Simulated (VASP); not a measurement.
Write the native input for VASP 6.6.1 that does the following.

```
Task                   : single point
Functional             : r2SCAN
Potentials or basis    : VASP PAW PBE potentials, release 64 (V_sv)
Cutoff                 : 520 eV
k mesh                 : 16 × 16 × 16
Occupations            : fermi-dirac, width 0.1 eV
Spin                   : no spin polarisation
Dipole correction      : no
Further INCAR settings : ALGO = Normal; EDIFF = 1e-06; NBANDS = 12
```

V:

```
V
1.0
    -1.50350    1.50350    1.50350
     1.50350   -1.50350    1.50350
     1.50350    1.50350   -1.50350
V
1
Direct
  0.00000 0.00000 0.00000
```

These files were run (other wordings do the same):

POSCAR

```
V
1.0
   -1.5034984132      1.5034984132      1.5034984132
    1.5034984132     -1.5034984132      1.5034984132
    1.5034984132      1.5034984132     -1.5034984132
V
1
Direct
    0.0000000000      0.0000000000      0.0000000000
```

INCAR.step1

```
SYSTEM = V
ALGO     = Normal         ! electronic algorithm
EDIFF    = 1E-4           ! SCF threshold, eV
ENCUT    = 520            ! plane-wave cutoff, eV
GGA      = PE             ! functional
ISMEAR   = -1             ! smearing method
LASPH    = .True.         ! aspherical terms in the spheres
LCHARG   = .False.        ! write CHGCAR
LREAL    = .False.        ! projectors in reciprocal space
LWAVE    = .True.         ! write WAVECAR
NBANDS   = 12             ! bands
NELM     = 80             ! most SCF steps
PREC     = Accurate       ! precision mode
SIGMA    = 0.1            ! smearing width, eV
```

INCAR.step2

```
SYSTEM = V
ALGO     = Normal         ! electronic algorithm
EDIFF    = 1E-6           ! SCF threshold, eV
ENCUT    = 520            ! plane-wave cutoff, eV
ISIF     = 2              ! what is computed and relaxed
ISMEAR   = -1             ! smearing method
ISTART   = 1            
LASPH    = .True.         ! aspherical terms in the spheres
LCHARG   = .False.        ! write CHGCAR
LMIXTAU  = .True.       
LREAL    = .False.        ! projectors in reciprocal space
LWAVE    = .False.        ! write WAVECAR
METAGGA  = R2SCAN         ! meta-GGA
NBANDS   = 12             ! bands
NELM     = 80             ! most SCF steps
PREC     = Accurate       ! precision mode
SIGMA    = 0.1            ! smearing width, eV
```

KPOINTS

```
k-points
0
Gamma
  16 16 16
  0 0 0
```

Potentials or basis: VASP PAW PBE potentials, release 64 (V_sv).

Run with:

```sh
$ cat potpaw_PBE.64/V_sv/POTCAR > POTCAR
$ cp INCAR.step1 INCAR
$ mpirun -np 1 vasp_std > vasp.out
$ cp INCAR.step2 INCAR
$ mpirun -np 1 vasp_std > vasp.out
```

It gave:

The pressure is -3.5 GPa.

Caveat: the PAW data sets were made with another functional, which shifts forces and pressure a little.

Run time: 32 s on 1 thread of Intel(R) Xeon(R) 6975P-C (Granite Rapids) (shared host), peak memory 0.14 GiB.
